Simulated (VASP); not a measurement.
Input of a VASP 6.6.1 run:

INCAR

```
SYSTEM = TiBMoC2
PREC = Accurate
ENCUT = 600
EDIFF = 1E-7
ISMEAR = 0
SIGMA = 0.1
LREAL = .False.
LASPH = .True.
NELM = 60
ALGO = Normal
ISIF = 3
LWAVE = .False.
LCHARG = .False.
GGA = PE
IBRION = 2
NSW = 100
EDIFFG = -0.01
```

KPOINTS

```
Automatic mesh
0
Gamma
  18 18 4
  0 0 0
```

Contents of POSCAR:

```
TiBMoC2
1.0
    2.6102592672      0.0000000000      0.0000000000
   -1.3051296336      2.2605508359      0.0000000000
    0.0000000000      0.0000000000     10.0905021400
Ti B Mo C
1 1 1 2
Direct
    0.0000000000      0.0000000000      0.2221284211
    0.0000000000      0.0000000000      0.6947198299
    0.0000000000      0.0000000000      0.4786177678
    0.3333333333      0.6666666667      1.0297237206
    0.6666666667      0.3333333333      1.0297237206
```

Potentials or basis: VASP PAW PBE potentials, release 64 (Ti_sv, B, Mo_sv, C).

Launch:

```bash
$ cat potpaw_PBE.64/Ti_sv/POTCAR potpaw_PBE.64/B/POTCAR potpaw_PBE.64/Mo_sv/POTCAR potpaw_PBE.64/C/POTCAR > POTCAR
$ mpirun -np 1 vasp_std > vasp.out
```

**Question.** What does it give for the band gap on the k mesh?

**Answer.** Zero (an odd number of electrons rules out a gap without spin polarisation).

**Question.** What does it give for the space group after relaxing (to 0.1 Å)?

**Answer.** P6mm (No. 183).

**Question.** What does it give for the relaxed cell?

**Answer.** a = 2.611 Å, b = 2.611 Å, c = 10.097 Å, α = 90.00°, β = 90.00°, γ = 120.00°.

**Question.** Estimate the relaxed volume.

**Answer.** 11.93 Å³/atom.

Final structure:
```yaml
crystal:
  lattice:
    - [2.61147, 0.00000, 0.00000]
    - [-1.30573, 2.26160, 0.00000]
    - [0.00000, 0.00000, 10.09704]
  atoms:
    - { symbol: Ti, position: [0.00000, 0.00000, 0.22181] }
    - { symbol: B, position: [0.00000, 0.00000, 0.69465] }
    - { symbol: Mo, position: [0.00000, 0.00000, 0.47887] }
    - { symbol: C, position: [0.33333, 0.66667, 0.02979] }
    - { symbol: C, position: [0.66667, 0.33333, 0.02979] }
```

Caveat: this functional lacks dispersion, which binds layers or chains, so the pressure and a relaxed spacing across them are unreliable; an odd number of electrons without spin polarisation forces a metal; a magnetic or distorted state may lie lower.
